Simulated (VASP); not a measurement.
# NaCl (F-43m) in VASP: a series of runs

The runs below take NaCl through vibrations by perturbation theory, dielectric tensor, with PBEsol, PBE, r2SCAN.

Program: VASP 6.6.1. These are calculated values, not measurements. Logs are shortened: lines on timing, memory, paths and dates and some standing lists are left out, and cuts for length are marked.

**1. The cell of the first run**

The structure is cubic, space group F-43m (No. 216). The conventional cell has a = 6.176 Å, b = 6.176 Å, c = 6.176 Å, α = 90.00°, β = 90.00°, γ = 90.00°. Na (site symmetry -43m) has 4 Cl at 2.67 Å within 3.5 Å. Cl (site symmetry -43m) has 4 Na at 2.67 Å within 3.5 Å.

**2. Vibrations by perturbation theory, PBEsol**

Contents of INCAR:

```
PREC     = Accurate       # precision mode
ENCUT    = 520            # plane-wave cutoff, eV
EDIFF    = 1E-8           # SCF threshold, eV
ISMEAR   = 0              # smearing method
SIGMA    = 0.01           # smearing width, eV
LREAL    = F              # projectors in reciprocal space
LASPH    = T              # aspherical terms in the spheres
NELM     = 80             # most SCF steps
ALGO     = Normal         # electronic algorithm
ISIF     = 2              # what is computed and relaxed
LWAVE    = F              # write WAVECAR
LCHARG   = F              # write CHGCAR
GGA      = PS             # functional
IBRION   = 8              # ionic algorithm
NSW      = 1              # ionic steps
LEPSILON = T              # dielectric tensor by DFPT
```

Contents of KPOINTS:

```
Automatic mesh
0
Gamma
  6 6 6
```

Contents of POSCAR:

```
NaCl
1.0
    0.0000000000      3.0881584919      3.0881584919
    3.0881584919      0.0000000000      3.0881584919
    3.0881584919      3.0881584919      0.0000000000
Na Cl
1 1
Direct
    0.0000000000      0.0000000000      0.0000000000
    0.2500000000      0.2500000000      0.2500000000
```

Potentials or basis: VASP PAW PBE potentials, release 64 (Na_pv, Cl).

Started as:

```sh
$ cat potpaw_PBE.64/Na_pv/POTCAR potpaw_PBE.64/Cl/POTCAR > POTCAR
$ mpirun -np 1 vasp_std > vasp.out
```

OUTCAR:

```text
PREC = Accurate
   ENCUT = 520
   EDIFF = 1E-8
   ISMEAR = 0
   LREAL = F
   LASPH = T
   NELM = 80
   ISIF = 2
   GGA = PS
   IBRION = 8
   NSW = 1
   LEPSILON = T

 ion  position               nearest neighbor table
   1  0.000  0.000  0.000-   2 2.67   2 2.67   2 2.67   2 2.67
   2  0.250  0.250  0.250-   1 2.67   1 2.67   1 2.67   1 2.67

  LATTYP: Found a face centered cubic cell.
 ALAT       =     6.1763169838

  Lattice vectors:

 A1 = (   0.0000000000,   3.0881584919,   3.0881584919)
 A2 = (   3.0881584919,   0.0000000000,   3.0881584919)
 A3 = (   3.0881584919,   3.0881584919,   0.0000000000)

Analysis of symmetry for initial positions (statically):
=====================================================================
 Subroutine PRICEL returns:
 Original cell was already a primitive cell.

 Routine SETGRP: Setting up the symmetry group for a
 face centered cubic supercell.

 Subroutine GETGRP returns: Found 24 space group operations
 (whereof 24 operations were pure point group operations)
 out of a pool of 48 trial point group operations.

The static configuration has the point symmetry T_d .

Analysis of symmetry for dynamics (positions and initial velocities):
=====================================================================
 Subroutine PRICEL returns:
 Original cell was already a primitive cell.

 Routine SETGRP: Setting up the symmetry group for a
 face centered cubic supercell.

 Subroutine GETGRP returns: Found 24 space group operations
 (whereof 24 operations were pure point group operations)
 out of a pool of 48 trial point group operations.

The dynamic configuration has the point symmetry T_d .

 Subroutine INISYM returns: Found 24 space group operations
 (whereof 24 operations are pure point group operations),
 and found     1 'primitive' translations

----------------------------------------------------------------------------------------

                                     Primitive cell

  volume of cell :      58.9018

  direct lattice vectors                    reciprocal lattice vectors
     0.000000000  3.088158492  3.088158492    -0.161908788  0.161908788  0.161908788
     3.088158492  0.000000000  3.088158492     0.161908788 -0.161908788  0.161908788
     3.088158492  3.088158492  0.000000000     0.161908788  0.161908788 -0.161908788

  length of vectors
     4.367315622  4.367315622  4.367315622     0.280434248  0.280434248  0.280434248

  position of ions in fractional coordinates (direct lattice)
     0.000000000  0.000000000  0.000000000
     0.250000000  0.250000000  0.250000000

  ion indices of the primitive-cell ions
   primitive index   ion index
                 1           1
                 2           2

----------------------------------------------------------------------------------------

 KPOINTS: Automatic mesh

Automatic generation of k-mesh.
 Grid dimensions read from file:
 generate k-points for:    6    6    6

 Generating k-lattice:

  Cartesian coordinates                     Fractional coordinates (reciprocal lattice)
    -0.026984798  0.026984798  0.026984798     0.166666667  0.000000000  0.000000000
[... 362 lines left out ...]
  ---------------------------------------------------
  free energy    TOTEN  =        -0.21021572 eV

  energy without entropy =       -0.21021572

------------------------ aborting loop because EDIFF is reached ----------------------------------------

--------------------------------------- Ionic step        2  -------------------------------------------

------------------------ aborting loop because EDIFF is reached ----------------------------------------

--------------------------------------- Ionic step        3  -------------------------------------------

------------------------ aborting loop because EDIFF is reached ----------------------------------------

 PIEZOELECTRIC TENSOR FIELD DIRECTION 3  (e Angst)
 -----------------------------------------------------------------------------
     0.00064 -0.32700  0.00000           (  0.00000  0.01494  0.00000)
    -0.32700  0.00064  0.00000           (  0.01494  0.00000  0.00000)
     0.00000  0.00000 -0.00163           (  0.00000  0.00000  0.00000)

 PIEZOELECTRIC TENSOR FIELD DIRECTION 3  (C/m^2)
 -----------------------------------------------------------------------------
     0.00018 -0.08895  0.00000
    -0.08895  0.00018  0.00000
     0.00000  0.00000 -0.00044

--------------------------------------- Ionic step        4  -------------------------------------------

------------------------ aborting loop because EDIFF is reached ----------------------------------------

[... ionic steps 5 to 6 ...]

--------------------------------------- Ionic step        7  -------------------------------------------

 Free energy of the ion-electron system (eV)
  ---------------------------------------------------
  ---------------------------------------------------
  free energy    TOTEN  =        -0.19788355 eV

  energy without entropy =       -0.19788355

------------------------ aborting loop because EDIFF is reached ----------------------------------------

 INTERNAL STRAIN TENSOR  FOR ION    2  DIRECTION 1   (eV/Angst):
 -----------------------------------------------------------------------------
     0.00110  0.00000  0.00000
     0.00000  0.00093 -2.79626
     0.00000 -2.79626  0.00093

 MACROSCOPIC STATIC DIELECTRIC TENSOR (including local field effects in DFT)
 ------------------------------------------------------
           2.124612     0.000000    -0.000000
          -0.000000     2.124612     0.000000
           0.000000     0.000000     2.124612
 ------------------------------------------------------

 PIEZOELECTRIC TENSOR (including local field effects)  for field in x, y, z        (e  Angst)
          XX          YY          ZZ          XY          YZ          ZX
  --------------------------------------------------------------------------------
  x     0.00000     0.00000    -0.00000     0.00000    -0.32824     0.00000
  y    -0.00000     0.00000    -0.00000     0.00000     0.00000    -0.32824
  z    -0.00000    -0.00000     0.00000    -0.32824     0.00000     0.00000

 PIEZOELECTRIC TENSOR (including local field effects)  for field in x, y, z        (C/m^2)
          XX          YY          ZZ          XY          YZ          ZX
  --------------------------------------------------------------------------------
  x     0.00000     0.00000    -0.00000     0.00000    -0.08928     0.00000
  y    -0.00000     0.00000    -0.00000     0.00000     0.00000    -0.08928
  z    -0.00000    -0.00000     0.00000    -0.08928     0.00000     0.00000

 BORN EFFECTIVE CHARGES (including local field effects) (in |e|, cummulative output)
 ---------------------------------------------------------------------------------
 ion    1
    1     1.00018     0.00000     0.00000
    2     0.00000     1.00018     0.00000
    3    -0.00000    -0.00000     1.00018
 ion    2
    1    -1.00018     0.00000     0.00000
    2    -0.00000    -1.00018    -0.00000
    3     0.00000     0.00000    -1.00018

 INTERNAL STRAIN TENSOR FOR ION    2 for displacements in x,y,z  (eV/Angst):
          X           Y           Z          XY          YZ          ZX
  --------------------------------------------------------------------------------
  x     0.00000     0.00000     0.00000     0.00000    -2.79626     0.00000
  y     0.00000     0.00000     0.00000     0.00000     0.00000    -2.79626
  z     0.00000     0.00000     0.00000    -2.79626     0.00000     0.00000

 SECOND DERIVATIVES (NOT SYMMETRIZED)
 ------------------------------------
               1X          1Y          1Z          2X          2Y          2Z
  1X    -1.903390    0.000000    0.000000    1.903390    0.000000    0.000000
  1Y     0.000000   -1.903390    0.000000    0.000000    1.903390    0.000000
  1Z     0.000000    0.000000   -1.903390    0.000000    0.000000    1.903390
  2X     1.956876    0.000000    0.000000   -1.956876    0.000000    0.000000
  2Y     0.000000    1.956876    0.000000    0.000000   -1.956876    0.000000
  2Z     0.000000    0.000000    1.956876    0.000000    0.000000   -1.956876

 Eigenvectors and eigenvalues of the dynamical matrix
 ----------------------------------------------------

   1 f  =    5.807404 THz    36.488997 2PiTHz  193.714153 cm-1    24.017483 meV
             X         Y         Z           dx          dy          dz
      0.000000  0.000000  0.000000    -0.774586    0.000000    0.000000
      1.544079  1.544079  1.544079     0.632468    0.000000    0.000000
[... 21 lines left out ...]
   6 f/i=    0.039422 THz     0.247697 2PiTHz    1.314982 cm-1     0.163037 meV
             X         Y         Z           dx          dy          dz
      0.000000  0.000000  0.000000     0.000000    0.000000   -0.632468
      1.544079  1.544079  1.544079     0.000000    0.000000   -0.774586

--------------------------------------------------------------------------------------------------------

 MACROSCOPIC STATIC DIELECTRIC TENSOR IONIC CONTRIBUTION
 ------------------------------------------------------
           1.592073     0.000000    -0.000000
           0.000000     1.592073    -0.000000
          -0.000000    -0.000000     1.592073
 ------------------------------------------------------

 ELASTIC MODULI CONTR FROM IONIC RELAXATION (kBar)
 Direction    XX          YY          ZZ          XY          YZ          ZX
 --------------------------------------------------------------------------------
 XX          -0.0000      0.0000      0.0000     -0.0000      0.0000      0.0000
 YY           0.0000     -0.0000     -0.0000     -0.0000     -0.0000      0.0000
 ZZ           0.0000     -0.0000     -0.0000      0.0000     -0.0000      0.0000
 XY          -0.0000     -0.0000      0.0000   -108.4659      0.0000      0.0000
 YZ           0.0000     -0.0000     -0.0000      0.0000   -108.4659      0.0000
 ZX           0.0000      0.0000      0.0000      0.0000      0.0000   -108.4659
 --------------------------------------------------------------------------------

 PIEZOELECTRIC TENSOR IONIC CONTR  for field in x, y, z        (C/m^2)
          XX          YY          ZZ          XY          YZ          ZX
  --------------------------------------------------------------------------------
  x    -0.00000     0.00000     0.00000     0.00000     0.39102     0.00000
  y    -0.00000    -0.00000    -0.00000    -0.00000     0.00000     0.39102
  z     0.00000     0.00000    -0.00000     0.39102    -0.00000    -0.00000
```

Wall time 7 min (1 thread of Oxide Virtual Turin-like, shared host); peak memory 0.22 GiB.

Results:

```yaml
Electronic_dielectric_tensor_diagonal: 2.12
Born_charges_mean_of_the_diagonal: Na +1.00; Cl -1.00 e
Highest_phonon_frequency_at_Γ_LO-TO_splitting_left_out: 194 cm⁻¹
```

Phonon frequencies in cm⁻¹ (negative: imaginary):
```
              q point           frequencies
(0.000, 0.000, 0.000)  -1 -1 -1 194 194 194
```

Electronic dielectric tensor:
```
2.12 0.00 0.00
0.00 2.12 0.00
0.00 0.00 2.12
```

Born effective charge tensors (e):
atom 1, Na
```
1.00 0.00 0.00
0.00 1.00 0.00
0.00 0.00 1.00
```
atom 2, Cl
```
-1.00  0.00  0.00
 0.00 -1.00  0.00
 0.00  0.00 -1.00
```

Caveat: the structure was generated, so it needn't be the stable form of NaCl.

(Part 1 of 3 ends here.)
